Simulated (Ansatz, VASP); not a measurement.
**AlN in VASP and in Ansatz**

INCAR

```
PREC = Accurate ; ENCUT = 520
EDIFF = 1E-6 ; ISMEAR = -1
SIGMA = 0.02 ; LREAL = False
LASPH = True ; NELM = 80
ALGO = Normal ; ISIF = 2
LWAVE = False ; LCHARG = True
GGA = PE ; LELF = True
LVHAR = True ; NBANDS = 11
```

The input KPOINTS:

```
regular mesh
0
Gamma
  10 10 10
```

Contents of POSCAR:

```
AlN
1.0
    0.0461478504      2.0044502490      2.0044502490
    2.0044502490      0.0461478504      2.0044502490
    2.0044502490      2.0044502490      0.0461478504
Al N
1 1
Direct
    0.0000000000      0.0000000000      0.0000000000
    0.5000000000      0.5000000000      0.5000000000
```

Input for Ansatz:

```yaml
crystal:
  lattice:
    - [0.0461478504, 2.004450249, 2.004450249]
    - [2.004450249, 0.0461478504, 2.004450249]
    - [2.004450249, 2.004450249, 0.0461478504]
  atoms:
    - { symbol: Al, position: [0.0, 0.0, 0.0] }
    - { symbol: "N", position: [0.5, 0.5, 0.5] }
kpoints:
  mp_grid: { grid: [10, 10, 10] }
  band_path:
    path:
      - [0.0, 0.0, 0.0]
      - [0.5, 0.0, 0.5]
      - [0.625, 0.25, 0.625]
      - [0.375, 0.375, 0.75]
      - [0.5, 0.5, 0.5]
      - [0.5, 0.25, 0.75]
      - [0.0, 0.5, 0.5]
    npoints: 1
hamiltonian:
  xc: pbe
scf:
  occupations: { method: fermi_dirac, width: 0.02 }
  n_extra_bands: 4
output:
  forces: true
  stress: true
  eigenvalues: true
```

Change from the starting cell: epitaxial_111 strain -3.0%.

Alike in both runs: task single point; functional PBE; k mesh 10 × 10 × 10; occupations fermi-dirac, width 0.02 eV; no spin polarisation.

|  | VASP | Ansatz |
| --- | --- | --- |
| version | VASP 6.6.1 | Ansatz 0.2.0 |
| potentials or method | VASP PAW PBE potentials, release 64 (Al, N) | plane waves, PAW |
| plane-wave cutoff (eV) | 520 | 420 |
| valence electrons in the cell | 8 | 8 |

```csv
,VASP,Ansatz,Ansatz less VASP
gap on the k mesh at the Fermi level (eV),4.63,4.64,+0.005
pressure (GPa),23.7,24.0,+0.33
"traceless stress, the component that is largest in VASP (GPa)",-8.21,-8.21,+0.004
```

The functional is the same, so the differences come from potentials, cutoffs and numerics.
